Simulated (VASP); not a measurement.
**TePb: single point with PBEsol**

TePb:

```
Pb Te
1.0
     0.00000    3.26784    3.26784
     3.26784    0.00000    3.26784
     3.26784    3.26784    0.00000
Pb Te
1 1
Direct
  0.00000 0.00000 0.00000
  0.50000 0.50000 0.50000
```

```yaml
Program: VASP 6.6.1
Task: single point
Functional: PBEsol
Potentials_or_basis: VASP PAW PBE potentials, release 64 (Pb_d, Te)
Cutoff: 500 eV
k_mesh: 6 × 6 × 6
Occupations: gaussian, width 0.01 eV
Spin: no spin polarisation
```

```
Pressure               : -1.8 GPa
Band gap on the k mesh : 0.74 eV
```

Levels at points of the mesh, in eV from the valence-band top:
| k point | band 7 | band 8 | band 9 | band 10 | band 11 | band 12 | band 13 | band 14 |
| --- | --- | --- | --- | --- | --- | --- | --- | --- |
| (0.00, 0.00, 0.00) | -5.69 | -1.20 | -1.20 | -1.20 | 4.03 | 4.03 | 4.03 | 5.84 |
| (0.50, 0.00, 0.00) | -8.42 | -0.76 | -0.76 | 0.00 | 0.74 | 1.33 | 1.33 | 8.25 |
| (0.50, 0.50, 0.00) | -7.25 | -4.25 | -2.60 | -2.60 | 3.36 | 5.35 | 5.35 | 6.50 |

Run time: 17 s on 1 thread of Intel(R) Xeon(R) Platinum 8259CL CPU @ 2.50GHz (Skylake/Cascade Lake) (shared host), peak memory 0.2 GiB.

Caveat: the structure was generated, so it needn't be the stable form of TePb; the PAW data sets were made with another functional, which shifts forces and pressure a little; spin-orbit coupling is left out, which moves the levels of the heavy elements. A k mesh can miss the band edges.
